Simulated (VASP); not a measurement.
Write the native input for VASP 6.6.1 that does the following.

```yaml
Task: single point
Functional: PBE
Potentials_or_basis: VASP PAW PBE potentials, release 64 (Hf_pv, O)
Cutoff: 520 eV
k_mesh: 8 × 8 × 8
Occupations: gaussian, width 0.05 eV
Spin: no spin polarisation
Dipole_correction: no
Further_INCAR_settings: ALGO = Normal; EDIFF = 1e-06; NBANDS = 18
```

The structure of HfO2 lies in POSCAR:

```
HfO2
1.0
    0.0000000000      2.6169756065      2.5489194570
    2.4469626787      0.0000000000      2.5489194570
    2.4469626787      2.6169756065      0.0000000000
Hf O
1 2
Direct
    0.0000000000      0.0000000000      0.0000000000
    0.2500000000      0.2500000000      0.2500000000
    0.7500000000      0.7500000000      0.7500000000
```

This cell differs from its parent crystal: normal strain along x -0.0400, normal strain along y +0.0267.

These files were run (other wordings do the same):

INCAR

```
SYSTEM = HfO2
PREC = Accurate
ENCUT = 520
EDIFF = 1E-6
ISMEAR = 0
SIGMA = 0.05
LREAL = .FALSE.
LASPH = .TRUE.
NELM = 60
ALGO = Normal
ISIF = 2
LWAVE = .FALSE.
LCHARG = .TRUE.
GGA = PE
LELF = .TRUE.
LVHAR = .TRUE.
NBANDS = 18
```

KPOINTS

```
Automatic mesh
0
G
  8 8 8
  0 0 0
```

Potentials or basis: VASP PAW PBE potentials, release 64 (Hf_pv, O).

The run is started by

```bash
$ cat potpaw_PBE.64/Hf_pv/POTCAR potpaw_PBE.64/O/POTCAR > POTCAR
$ mpirun -np 1 vasp_std > vasp.out
```

It gave:

```json
{
  "Pressure": "0.0 GPa",
  "Band gap on the k mesh": "3.06 eV, indirect (least direct gap 3.30 eV)"
}
```

Caveat: the cell differs from its parent crystal (normal strain along x -0.0400, normal strain along y +0.0267); spin-orbit coupling is left out, which moves the levels of the heavy elements.

Run time: 36 s on 1 thread of Intel Xeon 6975P-C, with other jobs on the host, peak memory 0.2 GiB.
